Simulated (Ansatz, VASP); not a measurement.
**SnSe: VASP beside Ansatz**

The input INCAR:

```
  PREC = Accurate
  ENCUT = 520
  EDIFF = 1E-7
  ISMEAR = 0
  SIGMA = 0.01
  LREAL = False
  LASPH = True
  NELM = 60
  ALGO = Normal
  ISIF = 2
  LWAVE = False
  LCHARG = True
  GGA = PE
  LELF = True
  LVHAR = True
  NBANDS = 28
```

Contents of KPOINTS:

```
regular mesh
0
Gamma
  6 6 4
```

File POSCAR:

```
SnSe
1.0
    5.0747781458      0.0000000000      0.0000000000
   -2.5373890729      4.3948867929      0.0000000000
    0.0000000000      0.0000000000      6.1736757455
Sn Se
2 2
Direct
    0.3333333333      0.6666666667     -0.0391356265
    0.6666666667      0.3333333333      0.4608643735
    0.3333333333      0.6666666667      0.4141356265
    0.6666666667      0.3333333333      0.9141356265
```

Input for Ansatz:

```yaml
crystal:
  lattice:
    - [5.0747781458, 0.0, 0.0]
    - [-2.5373890729, 4.3948867929, 0.0]
    - [0.0, 0.0, 6.1736757455]
  atoms:
    - { symbol: Sn, position: [0.3333333333, 0.6666666667, -0.0391356265] }
    - { symbol: Sn, position: [0.6666666667, 0.3333333333, 0.4608643735] }
    - { symbol: Se, position: [0.3333333333, 0.6666666667, 0.4141356265] }
    - { symbol: Se, position: [0.6666666667, 0.3333333333, 0.9141356265] }
kpoints:
  mp_grid: { grid: [6, 6, 4] }
  band_path:
    path:
      - [0.0, 0.0, 0.0]
      - [0.5, 0.0, 0.0]
      - [0.3333333333, 0.3333333333, 0.0]
      - [0.0, 0.0, 0.5]
      - [0.5, 0.0, 0.5]
      - [0.3333333333, 0.3333333333, 0.5]
      - [0.28125, 0.28125, -0.5]
    npoints: 1
hamiltonian:
  xc: pbe
scf:
  occupations: { method: fixed }
  n_extra_bands: 5
output:
  forces: true
  stress: true
  eigenvalues: true
```

Alike in both runs: task single point; functional PBE; k mesh 6 × 6 × 4; no spin polarisation.

|  | VASP | Ansatz |
| --- | --- | --- |
| version | VASP 6.6.1 | Ansatz 0.2.0 |
| potentials or method | VASP PAW PBE potentials, release 64 (Sn_d, Se) | plane waves, PAW |
| plane-wave cutoff (eV) | 520 | 420 |
| occupations | gaussian, width 0.01 eV | fixed |
| valence electrons in the cell | 40 | 60 |

Ansatz gave:

| Item | Value |
| --- | --- |
| gap on the k mesh at the Fermi level (eV) | 0.88 |
| pressure (GPa) | 0.9 |
| traceless stress, the component that is largest in VASP (GPa) | 0.31 |
| rms of the force components (eV/Å) | 0.060 |

Question: Which values does VASP return?

Answer: gap on the k mesh at the Fermi level (eV): 0.88; pressure (GPa): 0.9; traceless stress, the component that is largest in VASP (GPa): 0.33; rms of the force components (eV/Å): 0.064.

Atom by atom the forces differ by 0.004 eV/Å (rms over components). VASP's potentials hold 40 valence electrons a cell and Ansatz's 60, so a difference there can come from the potentials and not from the codes.
